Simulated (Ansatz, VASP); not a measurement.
# MgS: VASP beside Ansatz

The input INCAR:

```
SYSTEM = MgS
PREC = Accurate
ENCUT = 520
EDIFF = 1E-6
ISMEAR = -1
SIGMA = 0.02
LREAL = .FALSE.
LASPH = .TRUE.
NELM = 60
ALGO = Normal
ISIF = 2
LWAVE = .FALSE.
LCHARG = .FALSE.
GGA = PE
NBANDS = 11
```

Contents of KPOINTS:

```
Automatic mesh
0
G
  8 8 8
  0 0 0
```

POSCAR

```
MgS
1.0
    0.0000000000      2.7409592987      2.5283762882
    2.7409592987      0.0000000000      2.5283762882
    2.7409592987      2.7409592987      0.0000000000
Mg S
1 1
Direct
    0.0000000000      0.0000000000      0.0000000000
    0.5000000000      0.5000000000      0.5000000000
```

Input for Ansatz:

```yaml
crystal:
  lattice:
    - [0.0, 2.7409592987, 2.5283762882]
    - [2.7409592987, 0.0, 2.5283762882]
    - [2.7409592987, 2.7409592987, 0.0]
  atoms:
    - { symbol: Mg, position: [0.0, 0.0, 0.0] }
    - { symbol: S, position: [0.5, 0.5, 0.5] }
kpoints:
  mp_grid: { grid: [8, 8, 8] }
  band_path:
    path:
      - [0.0, 0.0, 0.0]
      - [0.5, 0.0, 0.5]
      - [0.625, 0.25, 0.625]
      - [0.375, 0.375, 0.75]
      - [0.5, 0.5, 0.5]
      - [0.5, 0.25, 0.75]
    npoints: 1
hamiltonian:
  xc: pbe
scf:
  occupations: { method: fermi_dirac, width: 0.02 }
  n_extra_bands: 4
output:
  forces: true
  stress: true
  eigenvalues: true
```

Change from the starting cell: epitaxial_xy strain +5.4%.

Alike in both runs: task single point; functional PBE; k mesh 8 × 8 × 8; occupations fermi-dirac, width 0.02 eV; no spin polarisation.

|  | VASP | Ansatz |
| --- | --- | --- |
| version | VASP 6.6.1 | Ansatz 0.2.0 |
| potentials or method | VASP PAW PBE potentials, release 64 (Mg, S) | plane waves, PAW |
| plane-wave cutoff (eV) | 520 | 420 |
| valence electrons in the cell | 8 | 16 |

```csv
,VASP,Ansatz,Ansatz less VASP
gap on the k mesh at the Fermi level (eV),2.34,2.35,+0.018
pressure (GPa),-3.3,-3.1,+0.27
"traceless stress, the component that is largest in VASP (GPa)",4.21,4.25,+0.038
```

The functional is the same, so the differences come from potentials, cutoffs and numerics. VASP's potentials hold 8 valence electrons a cell and Ansatz's 16, so a difference there can come from the potentials and not from the codes.
